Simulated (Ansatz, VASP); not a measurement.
## AlP in VASP and in Ansatz

POSCAR

```
AlP
1.0
    0.0000000000      2.7929817748      2.7929817748
    2.7929817748      0.0000000000      2.7929817748
    2.7929817748      2.7929817748      0.0000000000
Al P
1 1
Direct
    0.0000000000      0.0000000000      0.0000000000
    0.2500000000      0.2500000000      0.2500000000
```

Contents of INCAR.step1:

```
PREC     = Accurate       # precision mode
ENCUT    = 550            # plane-wave cutoff, eV
ISMEAR   = 0              # smearing method
SIGMA    = 0.01           # smearing width, eV
LREAL    = F              # projectors in reciprocal space
LASPH    = T              # aspherical terms in the spheres
NELM     = 120            # most SCF steps
NBANDS   = 11             # bands
GGA      = PE             # functional
ALGO     = Normal         # electronic algorithm
EDIFF    = 1E-5           # SCF threshold, eV
LWAVE    = T              # write WAVECAR
LCHARG   = F              # write CHGCAR
GGA_COMPAT= F
```

The input INCAR.step2:

```
PREC     = Accurate       # precision mode
ENCUT    = 550            # plane-wave cutoff, eV
EDIFF    = 1E-6           # SCF threshold, eV
ISMEAR   = 0              # smearing method
SIGMA    = 0.01           # smearing width, eV
LREAL    = F              # projectors in reciprocal space
LASPH    = T              # aspherical terms in the spheres
NELM     = 120            # most SCF steps
ALGO     = Normal         # electronic algorithm
ISIF     = 2              # what is computed and relaxed
LWAVE    = F              # write WAVECAR
LCHARG   = F              # write CHGCAR
METAGGA  = R2SCAN         # meta-GGA
LMIXTAU  = T            
NBANDS   = 11             # bands
ISTART   = 1            
GGA_COMPAT= F
```

KPOINTS

```
Automatic mesh
0
Gamma
  6 6 6
```

Input for Ansatz:

```yaml
crystal:
  lattice:
    - [0.0, 2.7929817748, 2.7929817748]
    - [2.7929817748, 0.0, 2.7929817748]
    - [2.7929817748, 2.7929817748, 0.0]
  atoms:
    - { symbol: Al, position: [0.0, 0.0, 0.0] }
    - { symbol: P, position: [0.25, 0.25, 0.25] }
kpoints:
  mp_grid: { grid: [6, 6, 6] }
hamiltonian:
  xc: r2scan
scf:
  occupations: { method: fixed }
  n_extra_bands: 4
output:
  forces: true
  stress: true
  eigenvalues: true
```

Alike in both runs: task single point; functional r2SCAN; k mesh 6 × 6 × 6; no spin polarisation.

|  | VASP | Ansatz |
| --- | --- | --- |
| version | VASP 6.6.1 | Ansatz 0.2.0 |
| potentials or method | VASP PAW PBE potentials, release 64 (Al, P) | plane waves, PAW |
| plane-wave cutoff (eV) | 550 | 500 |
| occupations | gaussian, width 0.01 eV | fixed |
| valence electrons in the cell | 8 | 8 |

Ansatz gave:

```
gap on the k mesh at the Fermi level (eV) : 2.02
pressure (GPa)                            : -4.7
```

Question: Estimate VASP's values.

Answer: gap on the k mesh at the Fermi level (eV): 2.02; pressure (GPa): -4.9.

VASP's potentials were made for PBE, not for r2SCAN.
